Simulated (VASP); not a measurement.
# C (P-1) in VASP: a series of runs

Runs on C. Level: PBE+D3(BJ). Tasks: single point.

Program: VASP 6.6.1. These are calculated values, not measurements. Logs are shortened: lines on timing, memory, paths and dates and some standing lists are left out, and cuts for length are marked.

**1. The cell of the first run**

The typed cell holds 4 atoms: a = 2.465 Å, b = 3.615 Å, c = 4.270 Å, α = 72.82°, β = 89.97°, γ = 80.18°.

**2. Single point, PBE+D3(BJ) (atoms displaced along a vibrational mode)**

Input file INCAR:

```
SYSTEM = C
PREC = Accurate ; ENCUT = 520
EDIFF = 1E-6 ; ISMEAR = 0
SIGMA = 0.03 ; LREAL = .False.
LASPH = .True. ; NELM = 100
ALGO = Normal ; ISIF = 2
LWAVE = .False. ; LCHARG = .False.
GGA = PE ; IVDW = 12
NBANDS = 16
```

Input file KPOINTS:

```
regular mesh
0
Gamma
  14 10 8
  0 0 0
```

Input file POSCAR:

```
C
1.0
   -1.2327815062      2.1341012746      0.0000000000
   -1.2327815062      0.0000000000     -3.3978816559
   -3.6983445185     -2.1341012746      0.0000000000
C
4
Direct
    0.2487019009      0.0054151249      0.9153053310
    0.7513878989     -0.0054151249      0.4179980690
    0.2486121011      0.0054151249      0.5820019310
    0.7512980991     -0.0054151249      0.0846946690
```

Potentials or basis: VASP PAW PBE potentials, release 64 (C).

Launch:

```bash
cat potpaw_PBE.64/C/POTCAR > POTCAR
mpirun -np 1 vasp_std > vasp.out
```

OUTCAR:

```text
SYSTEM = C
   PREC = Accurate
   ENCUT = 520
   EDIFF = 1E-6
   ISMEAR = 0
   LREAL = .False.
   LASPH = .True.
   NELM = 100
   ISIF = 2
   GGA = PE
   IVDW = 12
 IVDW          = 12

 ion  position               nearest neighbor table
   1  0.249  0.005  0.915-   3 1.42   4 1.42   4 1.42
   2  0.751  0.995  0.418-   4 1.42   3 1.42   3 1.42
   3  0.249  0.005  0.582-   1 1.42   2 1.42   2 1.42
   4  0.751  0.995  0.085-   2 1.42   1 1.42   1 1.42

  LATTYP: Found a triclinic cell.
 ALAT       =     3.6146023280
 B/A-ratio  =     1.1812948338
 C/A-ratio  =     0.6818389724
 COS(alpha) =     0.0004620578
 COS(beta)  =     0.1705961997
 COS(gamma) =     0.2954024707

  Lattice vectors:

 A1 = (  -1.2327815062,   0.0000000000,  -3.3978816559)
 A2 = (  -3.6983445185,  -2.1341012746,   0.0000000000)
 A3 = (  -1.2327815062,   2.1341012746,   0.0000000000)

Analysis of symmetry for initial positions (statically):
=====================================================================
 Subroutine PRICEL returns:
 Original cell was already a primitive cell.

 Routine SETGRP: Setting up the symmetry group for a
 triclinic supercell.

 Subroutine GETGRP returns: Found  2 space group operations
 (whereof  2 operations were pure point group operations)
 out of a pool of  2 trial point group operations.

The static configuration has the point symmetry S_2 .

Analysis of symmetry for dynamics (positions and initial velocities):
=====================================================================
 Subroutine PRICEL returns:
 Original cell was already a primitive cell.

 Routine SETGRP: Setting up the symmetry group for a
 triclinic supercell.

 Subroutine GETGRP returns: Found  2 space group operations
 (whereof  2 operations were pure point group operations)
 out of a pool of  2 trial point group operations.

The dynamic configuration has the point symmetry S_2 .

 Subroutine INISYM returns: Found  2 space group operations
 (whereof  2 operations are pure point group operations),
 and found     1 'primitive' translations

----------------------------------------------------------------------------------------

                                     Primitive cell

  volume of cell :      35.7577

  direct lattice vectors                    reciprocal lattice vectors
    -1.232781506  2.134101275  0.000000000    -0.202793438  0.351435993  0.073575252
    -1.232781506  0.000000000 -3.397881656     0.000000000  0.000000000 -0.294301009
    -3.698344518 -2.134101275  0.000000000    -0.202793438 -0.117145331  0.073575252

  length of vectors
     2.464576737  3.614602328  4.269911056     0.412366043  0.294301009  0.245482229

  position of ions in fractional coordinates (direct lattice)
     0.248701901  0.005415125  0.915305331
     0.751387899  0.994584875  0.417998069
     0.248612101  0.005415125  0.582001931
     0.751298099  0.994584875  0.084694669

  ion indices of the primitive-cell ions
   primitive index   ion index
                 1           1
                 2           2
                 3           3
                 4           4

----------------------------------------------------------------------------------------

 KPOINTS: regular mesh

Automatic generation of k-mesh.
 Grid dimensions read from file:
 generate k-points for:   14   10    8

 Generating k-lattice:

  Cartesian coordinates                     Fractional coordinates (reciprocal lattice)
    -0.014485246  0.025102571  0.005255375     0.071428571  0.000000000  0.000000000
     0.000000000  0.000000000 -0.029430101     0.000000000  0.100000000  0.000000000
    -0.025349180 -0.014643166  0.009196907     0.000000000  0.000000000  0.125000000

  Length of vectors
     0.029454717  0.029430101  0.030685279

  Shift w.r.t. Gamma in fractional coordinates (k-lattice)
     0.000000000  0.000000000  0.000000000

 Subroutine IBZKPT returns following result:
 ===========================================

 Found    564 irreducible k-points:

 Following reciprocal coordinates:
            Coordinates               Weight
  0.000000  0.000000  0.000000      1.000000
  0.071429 -0.000000  0.000000      2.000000
  0.142857 -0.000000  0.000000      2.000000
  0.214286 -0.000000 -0.000000      2.000000
  0.285714 -0.000000 -0.000000      2.000000
  0.357143 -0.000000 -0.000000      2.000000
[... 16 lines left out ...]
  0.000000  0.200000  0.000000      2.000000
  0.071429  0.200000  0.000000      2.000000
 [... further k-points ...]
   k-points           NKPTS =    564   k-points in BZ     NKDIM =    564   number of bands    NBANDS=     16
   number of dos      NEDOS =    301   number of ions     NIONS =      4
   total plane-waves  NPLWV =  16128
   dimension x,y,z NGX =    18 NGY =   28 NGZ =   32
   dimension x,y,z NGXF=    36 NGYF=   56 NGZF=   64
   ions per type =               4
   NGX,Y,Z   is equivalent  to a cutoff of  12.14, 12.88, 12.46 a.u.
   NGXF,Y,Z  is equivalent  to a cutoff of  24.28, 25.76, 24.92 a.u.
 SYSTEM =  C
   PREC   = accura    normal or accurate (medium, high low for compatibility)
   ISTART =      0    job   : 0-new  1-cont  2-samecut
   ICHARG =      2    charge: 1-file 2-atom 10-const
   ISPIN  =      1    spin polarized calculation?
   LNONCOLLINEAR =      F non collinear calculations
   LSORBIT =      F    spin-orbit coupling
   LASPH  =      T    aspherical Exc in radial PAW
   ENCUT  =  520.0 eV  38.22 Ry    6.18 a.u.   4.58  6.72  7.94*2*pi/ulx,y,z
   NELM   =    100;   NELMIN=  2; NELMDL= -5     # of ELM steps
   EDIFF  = 0.1E-05   stopping-criterion for ELM
   LREAL  =      F    real-space projection
   EDIFFG = 0.1E-04   stopping-criterion for IOM
   NSW    =      0    number of steps for IOM
   IBRION =     -1    ionic relax: 0-MD 1-quasi-New 2-CG
   NFREE  =      0    steps in history (QN), initial steepest desc. (CG)
   ISIF   =      2    stress and relaxation
   ISYM   =      2    0-nonsym 1-usesym 2-fastsym
   POTIM  = 0.5000    time-step for ionic-motion
   TEBEG  =    0.0;   TEEND  =   0.0 temperature during run
   PSTRESS=    0.0 pullay stress
   NELECT =      16.0000    total number of electrons
   NUPDOWN=      -1.0000    fix difference up-down
   EMIN   =  10.00;   EMAX   =-10.00  energy-range for DOS
   EFERMI =   0.00;   METHOD = LEGACY
   ISMEAR =     0;   SIGMA  =   0.03  broadening in eV -4-tet -1-fermi 0-gaus
   EFERMI_NEDOS =   21; number of points for ismear=-14 and -15
   IALGO  =     38    algorithm
   IMIX   =      4    mixing-type and parameters
     AMIX     =   0.40;   BMIX     =  1.00
     AMIX_MAG =   1.60;   BMIX_MAG =  1.00
  volume/ion in A,a.u.               =       8.94        60.33
  Fermi-wavevector in a.u.,A,eV,Ry     =   1.252156  2.366231 21.332495  1.567894
  Thomas-Fermi vector in A             =   2.386069
   LORBIT       =      0    0 simple, 1 ext, 2 COOP (PROOUT), +10 PAW based schemes
   GGA     = PE    functional components
   LHFCALC =     F    Hartree Fock is set to
   AEXX    =    0.0000 exact exchange contribution
   IVDW    =    12    specifies the selected vdW correction
   LEPSILON=     F    determine dielectric tensor
   LRPA    =     F    only Hartree local field effects (RPA)
 non-spin polarized calculation
 Gauss-broadening in eV      SIGMA  =   0.03
  energy-cutoff  :      520.00
  volume of cell :       35.76
 maximum number of plane-waves:       981
   NGX =  9   NGY = 13   NGZ = 15

 number of electron      16.0000003 magnetization

 Free energy of the ion-electron system (eV)
  ---------------------------------------------------
  ext. energy  EPLUGINS =         0.00000000
  ---------------------------------------------------
  free energy    TOTEN  =       -36.83741009 eV

  energy without entropy =      -36.83741009  energy(sigma->0) =      -36.83741009

 E-fermi :   4.6447     XC(G=0): -10.2354

 val. band max:        4.4502098821   @ k =  -0.3571   0.2000   0.0000
 cond. band min:       4.9143583171   @ k =  -0.3571   0.4000   0.0000
 fundamental gap:      0.4641484349
 Fermi energy:         4.6446894063

 k-point     1 :       0.0000    0.0000    0.0000
  band No.  band energies     occupation
      1     -15.0683      2.00000
      2      -9.6862      2.00000
      3      -8.6478      2.00000
      4      -2.0442      2.00000
      5      -1.8088      2.00000
      6       1.5569      2.00000
[... 8 lines left out ...]
     15      17.1379      0.00000
     16      17.1736      0.00000

 k-point     2 :       0.0714   -0.0000    0.0000
  band No.  band energies     occupation
      1     -14.9761      2.00000
      2      -9.6085      2.00000
      3      -8.5713      2.00000
      4      -2.2050      2.00000
      5      -1.9468      2.00000
      6       1.2099      2.00000
[... 8 lines left out ...]
     15      16.9154      0.00000
     16      17.3326      0.00000

 k-point     3 :       0.1429   -0.0000    0.0000
  band No.  band energies     occupation
      1     -14.7003      2.00000
      2      -9.3758      2.00000
      3      -8.3498      2.00000
      4      -3.2210      2.00000
      5      -1.6574      2.00000
      6       0.2738      2.00000
[... 8 lines left out ...]
     15      16.3704      0.00000
     16      17.8867      0.00000

 k-point     4 :       0.2143   -0.0000   -0.0000
  band No.  band energies     occupation
      1     -14.2427      2.00000
      2      -8.9884      2.00000
      3      -8.0228      2.00000
      4      -4.5190      2.00000
      5      -1.1793      2.00000
      6      -0.9589      2.00000
[... 8 lines left out ...]
     15      16.0729      0.00000
     16      18.4748      0.00000

 k-point     5 :       0.2857   -0.0000   -0.0000
  band No.  band energies     occupation
      1     -13.6069      2.00000
      2      -8.4478      2.00000
      3      -7.7847      2.00000
      4      -5.6841      2.00000
      5      -2.2858      2.00000
      6      -1.0795      2.00000
[... 8 lines left out ...]
     15      17.3217      0.00000
     16      18.6904      0.00000

 k-point     6 :       0.3571   -0.0000   -0.0000
  band No.  band energies     occupation
      1     -12.7989      2.00000
      2      -8.3257      2.00000
      3      -7.7540      2.00000
      4      -5.9076      2.00000
      5      -3.5926      2.00000
      6      -2.1938      2.00000
[... 8 lines left out ...]
     15      17.4041      0.00000
     16      18.8546      0.00000
[... 267 lines left out ...]
 k-point    21 :      -0.1429    0.1000    0.0000
  band No.  band energies     occupation
      1     -14.6601      2.00000
      2      -9.3788      2.00000
      3      -8.3466      2.00000
      4      -3.2399      2.00000
      5      -1.9970      2.00000
      6       0.2740      2.00000
[... 8 lines left out ...]
     15      16.3634      0.00000
     16      17.8677      0.00000

 k-point    22 :      -0.0714    0.1000    0.0000
  band No.  band energies     occupation
      1     -14.9432      2.00000
      2      -9.6113      2.00000
      3      -8.5676      2.00000
      4      -2.2324      2.00000
      5      -2.2114      2.00000
      6       1.2102      2.00000
[... 8 lines left out ...]
     15      16.5049      0.00000
     16      17.3196      0.00000

 k-point    23 :       0.0000    0.2000    0.0000
  band No.  band energies     occupation
      1     -14.9777      2.00000
      2      -9.6920      2.00000
      3      -8.6389      2.00000
      4      -2.7676      2.00000
      5      -1.8088      2.00000
      6       1.5492      2.00000
[... 8 lines left out ...]
     15      16.2931      0.00000
     16      17.1339      0.00000

 k-point    24 :       0.0714    0.2000    0.0000
  band No.  band energies     occupation
      1     -14.9008      2.00000
      2      -9.6139      2.00000
      3      -8.5622      2.00000
      4      -2.5595      2.00000
      5      -2.1841      2.00000
      6       1.2103      2.00000
[... 8 lines left out ...]
     15      16.2279      0.00000
     16      17.3000      0.00000

 [... further k-points ...]

------------------------ aborting loop because EDIFF is reached ----------------------------------------

 Edisp (eV)   -0.61599

 E8    (eV) :    -0.1742

  FORCE on cell =-STRESS in cart. coord.  units (eV):
  Direction    XX          YY          ZZ          XY          YZ          ZX
  --------------------------------------------------------------------------------------
  -------------------------------------------------------------------------------------
  Total       0.12744     0.13533    -0.04289    -0.04029    -0.00012    -0.00122
  in kB       5.71008     6.06384    -1.92196    -1.80536    -0.00554    -0.05468
  external pressure =        3.28 kB  Pullay stress =        0.00 kB

 VOLUME and BASIS-vectors are now :
 -----------------------------------------------------------------------------
  energy-cutoff  :      520.00
  volume of cell :       35.76
      direct lattice vectors                 reciprocal lattice vectors
    -1.232781506  2.134101275  0.000000000    -0.202793438  0.351435993  0.073575252
    -1.232781506  0.000000000 -3.397881656     0.000000000  0.000000000 -0.294301009
    -3.698344518 -2.134101275  0.000000000    -0.202793438 -0.117145331  0.073575252

 POSITION                                       TOTAL-FORCE (eV/Angst)
 -----------------------------------------------------------------------------------
     -3.69839     -1.42260     -0.01840         0.008514     -0.010663      0.322357
     -3.69830      0.71149     -3.37948         0.007177     -0.010439     -0.322171
     -2.46560     -0.71149     -0.01840        -0.007177      0.010439      0.322171
     -2.46552      1.42260     -3.37948        -0.008514      0.010663     -0.322357
 -----------------------------------------------------------------------------------
    total drift:                               -0.000000      0.000000     -0.000000

  FREE ENERGIE OF THE ION-ELECTRON SYSTEM (eV)
  ---------------------------------------------------
  free  energy   TOTEN  =       -37.4534021845 eV

  energy  without entropy=      -37.4534021845  energy(sigma->0) =      -37.45340218
```

Run time: 3.2 min. Hardware: 1 thread of Intel Xeon Platinum 8259CL at 2.50GHz (Skylake/Cascade Lake), shared host; peak memory 0.33 GiB.

What came out:

```
Free energy                : -37.4534 eV
Pressure                   : 0.3 GPa
Largest force              : 0.323 eV/Å
Dispersion energy per atom : -0.154 eV
```

Forces in eV/Å, atoms in the order of the input:
```
C    0.009 -0.011  0.322
C    0.007 -0.010 -0.322
C   -0.007  0.010  0.322
C   -0.009  0.011 -0.322
```

Caveat: the cell differs from its parent crystal (atoms displaced along a vibrational mode).

**3. Single point, PBE+D3(BJ) (atoms displaced along a vibrational mode)**

Input file INCAR:

```
SYSTEM = C
PREC     = Accurate       ! precision mode
ENCUT    = 520            ! plane-wave cutoff, eV
EDIFF    = 1E-6           ! SCF threshold, eV
ISMEAR   = 0              ! smearing method
SIGMA    = 0.03           ! smearing width, eV
LREAL    = .False.        ! projectors in reciprocal space
LASPH    = .True.         ! aspherical terms in the spheres
NELM     = 60             ! most SCF steps
ALGO     = Normal         ! electronic algorithm
ISIF     = 2              ! what is computed and relaxed
LWAVE    = .False.        ! write WAVECAR
LCHARG   = .False.        ! write CHGCAR
GGA      = PE             ! functional
IVDW     = 12             ! dispersion correction
NBANDS   = 16             ! bands
```

Input file KPOINTS:

```
Automatic mesh
0
Gamma
  14 10 8
  0 0 0
```

Input file POSCAR:

```
C
1.0
   -1.2327815062      2.1341012746      0.0000000000
   -1.2327815062      0.0000000000     -3.3978816559
   -3.6983445185     -2.1341012746      0.0000000000
C
4
Direct
    0.2473589020      0.0108302498      0.9139589620
    0.7527308978     -0.0108302498      0.4193444380
    0.2472691022      0.0108302498      0.5806555620
    0.7526410980     -0.0108302498      0.0860410380
```

Potentials or basis: VASP PAW PBE potentials, release 64 (C).

Launch:

```bash
cat potpaw_PBE.64/C/POTCAR > POTCAR
mpirun -np 1 vasp_std > vasp.out
```

Run time: 2.1 min. Hardware: 1 thread of AMD EPYC 9R45 (Zen 5), shared host; peak memory 0.3 GiB.

It converged, with:

* Free energy: -37.4177 eV
* Pressure: 0.0 GPa
* Largest force: 0.651 eV/Å
* Dispersion energy per atom: -0.154 eV

Forces in eV/Å, atoms in the order of the input:
```
C   -0.036 -0.036  0.649
C   -0.039 -0.036 -0.648
C    0.039  0.036  0.648
C    0.036  0.036 -0.649
```

Stress tensor (GPa, compression positive):
```
 0.26 -0.14 -0.02
-0.14  0.25  0.00
-0.02  0.00 -0.49
```

Caveat: the cell differs from its parent crystal (atoms displaced along a vibrational mode).
